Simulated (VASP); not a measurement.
A run of VASP 6.6.1:

Contents of INCAR:

```
PREC = Accurate
ENCUT = 520
EDIFF = 1E-6
ISMEAR = 0
SIGMA = 0.1
LREAL = F
LASPH = T
NELM = 60
ALGO = Fast
ISIF = 2
LWAVE = F
LCHARG = F
GGA = PS
NBANDS = 36
```

File KPOINTS:

```
regular mesh
0
Gamma
  14 14 10
```

The input POSCAR:

```
Ge
1.0
    2.8928607238      2.8928607238      0.0000000000
   -2.8928607238      2.8928607238      0.0000000000
    0.0000000000      0.0000000000      5.3343629619
Ge
4
Direct
    0.5000000000      0.5000000000      0.5000000000
    0.5000000000      0.0000000000      0.2500000000
    0.0000000000      0.0000000000      0.0000000000
    0.0000000000      0.5000000000      0.7500000000
```

Potentials or basis: VASP PAW PBE potentials, release 64 (Ge_d).

Run with:

```console
$ cat potpaw_PBE.64/Ge_d/POTCAR > POTCAR
$ mpirun -np 1 vasp_std > vasp.out
```

Hardware: 1 thread of Oxide Virtual Turin-like Processor (shared host).

Q: Estimate the wall time of this run.

A: Run time: 13 min on 1 thread of Oxide Virtual Turin-like Processor, on a shared host, peak memory 0.5 GiB. Counts: scf iterations 14, k points 216.
